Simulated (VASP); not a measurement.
Hf:

```
Hf
1.0
     3.20482    0.00000    0.00000
    -1.60241    2.77545    0.00000
     0.00000    0.00000    5.06769
Hf
2
Direct
  0.33333 0.66667 0.25000
  0.66667 0.33333 0.75000
```

```yaml
Program: VASP 6.6.1
Task: relaxation of cell and atoms
Functional: PBEsol
Potentials_or_basis: VASP PAW PBE potentials, release 64 (Hf_pv)
Cutoff: 600 eV
k_mesh: 15 × 15 × 8
Occupations: gaussian, width 0.1 eV
Spin: no spin polarisation
```

At the start: pressure -4.8 GPa; volume 22.54 Å³/atom.

Task: Where does the relaxation end?

Result: Over 6 steps the energy falls by 15.6 meV/atom and the volume is 21.54 Å³/atom (-4.4 %); space group P6_3/mmc (No. 194, to 0.1 Å) before and after.

Step by step:
```tsv
step	energy change (eV)	largest force (eV/Å)	pressure (GPa)	volume (Å³)
1	0.0000	0.0000	-4.84	45.08
2	0.0164	0.0000	6.94	40.78
3	-0.0312	0.0000	-0.06	43.10
4	-0.0312	0.0000	0.05	43.06
5	-0.0312	0.0000	-0.05	43.09
6	-0.0312	0.0000	-0.01	43.08
```

Final structure:
```cif
data_structure
_symmetry_space_group_name_H-M 'P 1'
_symmetry_Int_Tables_number 1
_cell_length_a 3.1578
_cell_length_b 3.1578
_cell_length_c 4.9887
_cell_angle_alpha 90.000
_cell_angle_beta 90.000
_cell_angle_gamma 120.000
_cell_volume 43.08
loop_
_atom_site_label
_atom_site_type_symbol
_atom_site_fract_x
_atom_site_fract_y
_atom_site_fract_z
_atom_site_occupancy
Hf1 Hf 0.33333 0.66667 0.25000 1
Hf2 Hf 0.66667 0.33333 0.75000 1
```

Caveat: the PAW data sets were made with another functional, which shifts forces and pressure a little.
